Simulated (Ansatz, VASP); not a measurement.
# Al in VASP and in Ansatz

File INCAR:

```
PREC = Accurate
ENCUT = 520
EDIFF = 1E-6
ISMEAR = 0
SIGMA = 0.15
LREAL = False
LASPH = True
NELM = 60
ALGO = Normal
ISIF = 2
LWAVE = False
LCHARG = False
GGA = PE
IVDW = 12
NBANDS = 14
```

Contents of KPOINTS:

```
Automatic mesh
0
Gamma
  18 18 6
```

File POSCAR:

```
Al
1.0
    2.8146554516      0.0000000000      0.0000000000
   -1.4073277258      2.4375631240      0.0000000000
    0.0000000000      0.0000000000      9.0944332298
Al
4
Direct
    0.0000000000      0.0000000000      0.0000000000
    0.3333333333      0.6666666667      0.2500000000
    0.0000000000      0.0000000000      0.5000000000
    0.6666666667      0.3333333333      0.7500000000
```

Input for Ansatz:

```yaml
crystal:
  lattice:
    - [2.8146554516, 0.0, 0.0]
    - [-1.4073277258, 2.437563124, 0.0]
    - [0.0, 0.0, 9.0944332298]
  atoms:
    - { symbol: Al, position: [0.0, 0.0, 0.0] }
    - { symbol: Al, position: [0.3333333333, 0.6666666667, 0.25] }
    - { symbol: Al, position: [0.0, 0.0, 0.5] }
    - { symbol: Al, position: [0.6666666667, 0.3333333333, 0.75] }
basis:
  ecutwfc: 420
kpoints:
  mp_grid: { grid: [18, 18, 6] }
hamiltonian:
  xc: pbe
  dispersion: d3bj
scf:
  occupations: { method: gaussian, width: 0.15 }
output:
  forces: true
  stress: true
  eigenvalues: true
```

Alike in both runs: task single point; functional PBE; dispersion D3(BJ); k mesh 18 × 18 × 6; occupations gaussian, width 0.15 eV; no spin polarisation.

|  | VASP | Ansatz |
| --- | --- | --- |
| version | VASP 6.6.1 | Ansatz 0.2.0 |
| potentials or method | VASP PAW PBE potentials, release 64 (Al), cutoff 520 eV | scalar-relativistic, plane waves, PAW |
| valence electrons in the cell | 12 | 12 |

|  | VASP | Ansatz | Ansatz less VASP |
| --- | --- | --- | --- |
| gap on the k mesh at the Fermi level (eV) | none | none | - |
| pressure (GPa) | 1.4 | 1.4 | +0.03 |
| traceless stress, the component that is largest in VASP (GPa) | 1.12 | 1.12 | -0.001 |

A gap of «none» marks a metal or a gap that the smearing closes.
